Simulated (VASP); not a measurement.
Write the native input for VASP 6.6.1 that does the following.

* Task: single point
* Functional: LDA
* Potentials or basis: VASP PAW LDA potentials, release 64 (Re_sv_GW)
* Cutoff: 560 eV
* k mesh: 11 × 11 × 6
* Occupations: fermi-dirac, width 0.05 eV
* Spin: no spin polarisation
* Dipole correction: no
* Further INCAR settings: ALGO = Normal; EDIFF = 1e-06; NBANDS = 22

The structure of Re lies in POSCAR:

```
Re
1.0
    2.7234873179      0.0000000000      0.0000000000
   -1.3617436590      2.3586092042      0.0000000000
    0.0000000000      0.0000000000      4.3979466679
Re
2
Direct
    0.6666666667      0.3333333333      0.7500000000
    0.3333333333      0.6666666667      0.2500000000
```

These files were run (other wordings do the same):

INCAR

```
PREC = Accurate
ENCUT = 560
EDIFF = 1E-6
ISMEAR = -1
SIGMA = 0.05
LREAL = F
LASPH = T
NELM = 120
ALGO = Normal
ISIF = 2
LWAVE = F
LCHARG = F
NBANDS = 22
GGA_COMPAT = F
```

KPOINTS

```
regular mesh
0
Gamma
  11 11 6
```

Potentials or basis: VASP PAW LDA potentials, release 64 (Re_sv_GW).

Launch:

```console
$ cat potpaw_LDA.64/Re_sv_GW/POTCAR > POTCAR
$ mpirun -np 1 vasp_std > vasp.out
```

Results of the run:

The pressure is 5.9 GPa and the band gap on the k mesh is zero (bands 15 and 16 overlap by 3.43 eV).

Caveat: the cell stands under pressure; spin-orbit coupling is left out, which moves the levels of the heavy elements.

Run time: 20 s on 1 thread of Intel(R) Xeon(R) Platinum 8488C (Sapphire Rapids), on a shared host, peak memory 0.17 GiB.
